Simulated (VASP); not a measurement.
## NiSb: single point with PBE

The system is NiSb.

```
Ni Sb
1.0
     3.85262    0.00000    0.00000
    -1.92631    3.33647    0.00000
     0.00000    0.00000    4.99726
Ni Sb
2 2
Direct
  0.00000 0.00000 0.00000
  0.00000 0.00000 0.50000
  0.33333 0.66667 0.25000
  0.66667 0.33333 0.75000
```

```
Program             : VASP 6.6.1
Task                : single point
Functional          : PBE
Potentials or basis : VASP PAW PBE potentials, release 64 (Ni, Sb)
Cutoff              : 520 eV
k mesh              : 12 × 12 × 8
Occupations         : gaussian, width 0.1 eV
Spin                : no spin polarisation
```

```
Pressure               : 13.2 GPa
Band gap on the k mesh : zero (bands 15 and 16 overlap by 3.66 eV)
```

Stress tensor (GPa, compression positive):
```
13.14  0.00  0.00
 0.00 13.14  0.00
 0.00  0.00 13.26
```

Levels at points of the mesh, in eV from the Fermi level:
```tsv
k point	band 12	band 13	band 14	band 15	band 16	band 17	band 18	band 19
(0.00, 0.00, 0.00)	-1.51	-0.06	0.57	0.57	2.60	2.60	3.13	4.35
(0.50, 0.00, 0.00)	-2.10	-1.80	-1.58	-1.49	-0.29	1.20	3.41	4.28
(0.00, 0.00, 0.50)	-2.37	0.45	0.45	2.18	2.18	2.18	2.18	5.35
(0.50, 0.00, 0.50)	-2.18	-2.05	-2.05	0.13	0.13	1.85	1.85	5.43
```

It took 78 s on 1 thread of AMD EPYC 9R45 96-Core Processor (Zen 5) (shared host), peak memory 0.24 GiB.

Caveat: the cell stands under pressure; spin-orbit coupling is left out, which moves the levels of the heavy elements. Spin polarisation is off, so any magnetic state and its effect on volume and gap are missing.
